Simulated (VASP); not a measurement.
# B (C2/m) in VASP: a series of runs, part 2 of 2

VASP 6.6.1. The steps go on from the part before.

### 3 Single point, LDA (shortest bond scaled by 0.7)

Contents of INCAR:

```
SYSTEM = B
PREC = Accurate
ENCUT = 520
EDIFF = 1E-6
ISMEAR = -1
SIGMA = 0.05
LREAL = .FALSE.
LASPH = .TRUE.
NELM = 100
ALGO = Normal
ISIF = 2
LWAVE = .FALSE.
LCHARG = .FALSE.
NBANDS = 10
```

Contents of KPOINTS:

```
Automatic mesh
0
G
  16 16 9
  0 0 0
```

Contents of POSCAR:

```
B
1.0
    2.1003865828      0.0000000000      0.0000000000
   -1.0501932914      1.8189881384      0.0000000000
    0.0000000000      0.0000000000      3.4026262641
B
2
Direct
    0.2333333333      0.6166666667      0.1750000000
    0.7666666667      0.3833333333      0.8250000000
```

Potentials or basis: VASP PAW LDA potentials, release 64 (B).

On the command line:

```
> cat potpaw_LDA.64/B/POTCAR > POTCAR
> mpirun -np 1 vasp_std > vasp.out
```

OUTCAR:

```text
SYSTEM = B
   PREC = Accurate
   ENCUT = 520
   EDIFF = 1E-6
   ISMEAR = -1
   LREAL = .FALSE.
   LASPH = .TRUE.
   NELM = 100
   ISIF = 2

 ion  position               nearest neighbor table
   1  0.233  0.617  0.175-   2 1.46   2 1.86   2 1.86
   2  0.767  0.383  0.825-   1 1.46   1 1.86   1 1.86

  LATTYP: Found a hexagonal cell.
 ALAT       =     2.1003865828
 C/A-ratio  =     1.6200000000

  Lattice vectors:

 A1 = (   2.1003865828,   0.0000000000,   0.0000000000)
 A2 = (  -1.0501932914,   1.8189881384,   0.0000000000)
 A3 = (   0.0000000000,   0.0000000000,   3.4026262641)

Analysis of symmetry for initial positions (statically):
=====================================================================
 Subroutine PRICEL returns:
 Original cell was already a primitive cell.

 Routine SETGRP: Setting up the symmetry group for a
 hexagonal supercell.

 Subroutine GETGRP returns: Found  4 space group operations
 (whereof  4 operations were pure point group operations)
 out of a pool of 24 trial point group operations.

The static configuration has the point symmetry C_2h.

Analysis of symmetry for dynamics (positions and initial velocities):
=====================================================================
 Subroutine PRICEL returns:
 Original cell was already a primitive cell.

 Routine SETGRP: Setting up the symmetry group for a
 hexagonal supercell.

 Subroutine GETGRP returns: Found  4 space group operations
 (whereof  4 operations were pure point group operations)
 out of a pool of 24 trial point group operations.

The dynamic configuration has the point symmetry C_2h.

 Subroutine INISYM returns: Found  4 space group operations
 (whereof  4 operations are pure point group operations),
 and found     1 'primitive' translations

----------------------------------------------------------------------------------------

                                     Primitive cell

  volume of cell :      13.0000

  direct lattice vectors                    reciprocal lattice vectors
     2.100386583  0.000000000  0.000000000     0.476102832  0.274878098  0.000000000
    -1.050193291  1.818988138  0.000000000     0.000000000  0.549756196  0.000000000
     0.000000000  0.000000000  3.402626264     0.000000000  0.000000000  0.293890637

  length of vectors
     2.100386583  2.100386583  3.402626264     0.549756196  0.549756196  0.293890637

  position of ions in fractional coordinates (direct lattice)
     0.233333333  0.616666667  0.175000000
     0.766666667  0.383333333  0.825000000

  ion indices of the primitive-cell ions
   primitive index   ion index
                 1           1
                 2           2

----------------------------------------------------------------------------------------

 KPOINTS: Automatic mesh

Automatic generation of k-mesh.
 Grid dimensions read from file:
 generate k-points for:   16   16    9

 Generating k-lattice:

  Cartesian coordinates                     Fractional coordinates (reciprocal lattice)
     0.029756427  0.017179881  0.000000000     0.062500000  0.000000000  0.000000000
     0.000000000  0.034359762  0.000000000     0.000000000  0.062500000  0.000000000
     0.000000000  0.000000000  0.032654515     0.000000000  0.000000000  0.111111111

  Length of vectors
     0.034359762  0.034359762  0.032654515

  Shift w.r.t. Gamma in fractional coordinates (k-lattice)
     0.000000000  0.000000000  0.000000000

 Subroutine IBZKPT returns following result:
 ===========================================

 Found    617 irreducible k-points:

 Following reciprocal coordinates:
            Coordinates               Weight
  0.000000  0.000000  0.000000      1.000000
  0.062500  0.000000  0.000000      2.000000
  0.000000  0.062500  0.000000      4.000000
  0.125000  0.000000  0.000000      2.000000
  0.000000  0.125000  0.000000      4.000000
  0.187500  0.000000  0.000000      2.000000
[... 16 lines left out ...]
  0.187500  0.062500  0.000000      4.000000
 -0.062500  0.250000  0.000000      4.000000
 [... further k-points ...]
   k-points           NKPTS =    617   k-points in BZ     NKDIM =    617   number of bands    NBANDS=     10
   number of dos      NEDOS =    301   number of ions     NIONS =      2
   total plane-waves  NPLWV =   7168
   dimension x,y,z NGX =    16 NGY =   16 NGZ =   28
   dimension x,y,z NGXF=    32 NGYF=   32 NGZF=   56
   ions per type =               2
   NGX,Y,Z   is equivalent  to a cutoff of  12.66, 12.66, 13.68 a.u.
   NGXF,Y,Z  is equivalent  to a cutoff of  25.33, 25.33, 27.36 a.u.
 SYSTEM =  B
   PREC   = accura    normal or accurate (medium, high low for compatibility)
   ISTART =      0    job   : 0-new  1-cont  2-samecut
   ICHARG =      2    charge: 1-file 2-atom 10-const
   ISPIN  =      1    spin polarized calculation?
   LNONCOLLINEAR =      F non collinear calculations
   LSORBIT =      F    spin-orbit coupling
   LASPH  =      T    aspherical Exc in radial PAW
   ENCUT  =  520.0 eV  38.22 Ry    6.18 a.u.   3.91  3.91  6.33*2*pi/ulx,y,z
   NELM   =    100;   NELMIN=  2; NELMDL= -5     # of ELM steps
   EDIFF  = 0.1E-05   stopping-criterion for ELM
   LREAL  =      F    real-space projection
   EDIFFG = 0.1E-04   stopping-criterion for IOM
   NSW    =      0    number of steps for IOM
   IBRION =     -1    ionic relax: 0-MD 1-quasi-New 2-CG
   NFREE  =      0    steps in history (QN), initial steepest desc. (CG)
   ISIF   =      2    stress and relaxation
   ISYM   =      2    0-nonsym 1-usesym 2-fastsym
   POTIM  = 0.5000    time-step for ionic-motion
   TEBEG  =    0.0;   TEEND  =   0.0 temperature during run
   PSTRESS=    0.0 pullay stress
   NELECT =       6.0000    total number of electrons
   NUPDOWN=      -1.0000    fix difference up-down
   EMIN   =  10.00;   EMAX   =-10.00  energy-range for DOS
   EFERMI =   0.00;   METHOD = LEGACY
   ISMEAR =    -1;   SIGMA  =   0.05  broadening in eV -4-tet -1-fermi 0-gaus
   EFERMI_NEDOS =   21; number of points for ismear=-14 and -15
   IALGO  =     38    algorithm
   IMIX   =      4    mixing-type and parameters
     AMIX     =   0.40;   BMIX     =  1.00
     AMIX_MAG =   1.60;   BMIX_MAG =  1.00
  volume/ion in A,a.u.               =       6.50        43.86
  Fermi-wavevector in a.u.,A,eV,Ry     =   1.265156  2.390798 21.777758  1.600620
  Thomas-Fermi vector in A             =   2.398424
   LORBIT       =      0    0 simple, 1 ext, 2 COOP (PROOUT), +10 PAW based schemes
   GGA     = CA    functional components
   LHFCALC =     F    Hartree Fock is set to
   AEXX    =    0.0000 exact exchange contribution
   IVDW    =     0    specifies the selected vdW correction
   LEPSILON=     F    determine dielectric tensor
   LRPA    =     F    only Hartree local field effects (RPA)
 non-spin polarized calculation
  energy-cutoff  :      520.00
  volume of cell :       13.00
 maximum number of plane-waves:       360
   NGX =  7   NGY =  7   NGZ = 13

 number of electron       6.0000000 magnetization

 Free energy of the ion-electron system (eV)
  ---------------------------------------------------
  ext. energy  EPLUGINS =         0.00000000
  ---------------------------------------------------
  free energy    TOTEN  =       -10.93718927 eV

  energy without entropy =      -10.93260318  energy(sigma->0) =      -10.93489622

 E-fermi :   8.7872     XC(G=0): -12.4161

 val. band max:        8.7835753950   @ k =   0.0000   0.4375   0.4444
 cond. band min:       8.7911054633   @ k =  -0.2500  -0.1250   0.4444
 fundamental gap:      0.0075300683
 Fermi energy:         8.7872342987

 k-point     1 :       0.0000    0.0000    0.0000
  band No.  band energies     occupation
      1      -9.4741      2.00000
      2       1.3493      2.00000
      3       3.2689      2.00000
      4      18.3401      0.00000
      5      20.7340      0.00000
      6      21.6510      0.00000
      7      23.8051      0.00000
      8      30.8224      0.00000
      9      33.3665      0.00000
     10      35.3371      0.00000

 k-point     2 :       0.0625    0.0000    0.0000
  band No.  band energies     occupation
      1      -9.3405      2.00000
      2       1.5092      2.00000
      3       3.3587      2.00000
      4      17.7116      0.00000
      5      19.5872      0.00000
      6      22.5559      0.00000
      7      23.7141      0.00000
      8      30.4089      0.00000
      9      32.1092      0.00000
     10      35.8999      0.00000
[... 274 lines left out ...]
 k-point    24 :      -0.0625    0.2500    0.0000
  band No.  band energies     occupation
      1      -7.7036      2.00000
      2       3.3188      2.00000
      3       4.5825      2.00000
      4      12.2836      0.00000
      5      15.6366      0.00000
      6      20.3896      0.00000
      7      21.2815      0.00000
      8      28.2515      0.00000
      9      32.1688      0.00000
     10      32.5916      0.00000

 [... further k-points ...]
[... 5 lines left out ...]
  --------------------------------------------------------------------------------------
  -------------------------------------------------------------------------------------
  Total        0.7557026      0.9021629      4.9051134     -0.1268384      2.3286177      4.0332841
  in kB       93.1361169    111.1865329    604.5278049    -15.6321189    286.9891094    497.0797169
  external PRESSURE =     269.6168182 kB  Pullay stress =       0.0000000 kB

 VOLUME and BASIS-vectors are now :
 -----------------------------------------------------------------------------
  energy-cutoff  :      520.00
  volume of cell :       13.00
      direct lattice vectors                 reciprocal lattice vectors
     2.100386583  0.000000000  0.000000000     0.476102832  0.274878098  0.000000000
    -1.050193291  1.818988138  0.000000000     0.000000000  0.549756196  0.000000000
     0.000000000  0.000000000  3.402626264     0.000000000  0.000000000  0.293890637

 POSITION                                       TOTAL-FORCE (eV/Angst)
 -----------------------------------------------------------------------------------
     -0.15753      1.12171      0.59546         2.450261      1.414659      5.187633
      1.20772      0.69728      2.80717        -2.450261     -1.414659     -5.187633
 -----------------------------------------------------------------------------------
    total drift:                                0.000000      0.000000     -0.000000

  FREE ENERGIE OF THE ION-ELECTRON SYSTEM (eV)
  ---------------------------------------------------
  free  energy   TOTEN  =       -10.9371892655 eV

  energy  without entropy=      -10.9326031839  energy(sigma->0) =      -10.93489622
```

OSZICAR:

```text
N       E                     dE             d eps       ncg     rms          rms(c)
DAV:   1     0.110921084079E+01    0.11092E+01   -0.30970E+03 12548   0.541E+02
DAV:   2    -0.115884718513E+02   -0.12698E+02   -0.12163E+02 16534   0.956E+01
DAV:   3    -0.117804022515E+02   -0.19193E+00   -0.18987E+00 14684   0.894E+00
DAV:   4    -0.117806008504E+02   -0.19860E-03   -0.19859E-03 13892   0.282E-01
DAV:   5    -0.117806009145E+02   -0.64027E-07   -0.63393E-07 14032   0.569E-03    0.469E+00
DAV:   6    -0.110356331509E+02    0.74497E+00   -0.14247E+00 12908   0.527E+00    0.207E+00
DAV:   7    -0.109399186270E+02    0.95715E-01   -0.33427E-01 14168   0.287E+00    0.620E-01
DAV:   8    -0.109372156147E+02    0.27030E-02   -0.10432E-02 13292   0.719E-01    0.112E-01
DAV:   9    -0.109371951045E+02    0.20510E-04   -0.10019E-04 14306   0.779E-02    0.234E-02
DAV:  10    -0.109371892140E+02    0.58905E-05   -0.15341E-05 13402   0.197E-02    0.280E-03
DAV:  11    -0.109371892655E+02   -0.51502E-07   -0.23253E-07  7358   0.410E-03
   1 F= -.10937189E+02 E0= -.10934896E+02  d E =-.458608E-02
```

stdout:

```text
POSCAR found type information on POSCAR B
 POSCAR found :  1 types and       2 ions
 scaLAPACK will be used
 LDA part: xc-table for (Slater(with rela. corr.)+CA(PZ))
 , standard interpolation
 POSCAR, INCAR and KPOINTS ok, starting setup
 FFT: planning ... GRIDC
 FFT: planning ... GRID_SOFT
 FFT: planning ... GRID
 WAVECAR not read
 entering main loop
```

Run time: 56 s. Hardware: 1 thread of Intel Xeon 8259CL, shared host; peak memory 0.17 GiB.

What came out:

- Free energy: -10.9372 eV
- Pressure: 27.0 GPa
- Largest force: 5.909 eV/Å
- Band gap on the k mesh: zero (bands 3 and 4 overlap by 5.06 eV)

Forces in eV/Å, atoms in the order of the input:
```
B    2.450  1.415  5.188
B   -2.450 -1.415 -5.188
```

Stress tensor (GPa, compression positive):
```
 9.31 -1.56 49.71
-1.56 11.12 28.70
49.71 28.70 60.45
```

Levels at points of the mesh, in eV from the Fermi level:
| k point | band 1 | band 2 | band 3 | band 4 | band 5 | band 6 |
| --- | --- | --- | --- | --- | --- | --- |
| (0.00, 0.00, 0.00) | -18.26 | -7.44 | -5.52 | 9.55 | 11.95 | 12.86 |
| (0.50, 0.00, 0.00) | -9.94 | -9.89 | 0.68 | 2.01 | 4.23 | 5.66 |
| (0.00, 0.50, 0.00) | -10.41 | -8.79 | -0.21 | 2.35 | 3.28 | 5.20 |

Caveat: the cell differs from its parent crystal (shortest bond scaled by 0.7); the cell stands under pressure; forces of over 1 eV/Å act on the atoms, so gaps and moduli don't describe the material at rest.
